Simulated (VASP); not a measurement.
Wanted: the native input for a VASP 6.6.1 run.

* Task: single point
* Functional: PBE
* Potentials or basis: VASP PAW PBE potentials, release 64 (Mg, H)
* Cutoff: 520 eV
* k mesh: 4 × 4 × 6
* Occupations: gaussian, width 0.01 eV
* Spin: no spin polarisation
* Dipole correction: no
* Further INCAR settings: ALGO = Normal; EDIFF = 1e-07; NBANDS = 13

The structure of MgH2 lies in POSCAR:

```
MgH2
1.0
    4.4848772627      0.0000000000      0.0000000000
    0.0000000000      4.4848772627      0.0000000000
    0.0000000000      0.0000000000      2.9964754819
Mg H
2 4
Direct
    0.0000000000      0.0000000000      0.0000000000
    0.5000000000      0.5000000000      0.5000000000
    0.3046815063      0.3046815063      0.0000000000
    0.1953184937      0.8046815063      0.5000000000
    0.8046815063      0.1953184937      0.5000000000
    0.6953184937      0.6953184937      0.0000000000
```

One way to write it, as run:

INCAR

```
SYSTEM = MgH2
  PREC = Accurate
  ENCUT = 520
  EDIFF = 1E-7
  ISMEAR = 0
  SIGMA = 0.01
  LREAL = .FALSE.
  LASPH = .TRUE.
  NELM = 60
  ALGO = Normal
  ISIF = 2
  LWAVE = .FALSE.
  LCHARG = .FALSE.
  GGA = PE
  NBANDS = 13
```

KPOINTS

```
Automatic mesh
0
G
  4 4 6
  0 0 0
```

Potentials or basis: VASP PAW PBE potentials, release 64 (Mg, H).

Command:

```bash
$ cat potpaw_PBE.64/Mg/POTCAR potpaw_PBE.64/H/POTCAR > POTCAR
$ mpirun -np 1 vasp_std > vasp.out
```

Results of the run:

| Quantity | Value |
| --- | --- |
| Pressure | 0.8 GPa |
| Largest force | 0.016 eV/Å |
| Band gap on the k mesh | 3.94 eV, indirect (least direct gap 4.76 eV) |

It used 25 s of CPU time on 1 thread of AMD EPYC 7R13 Processor (Zen 3) (shared host).
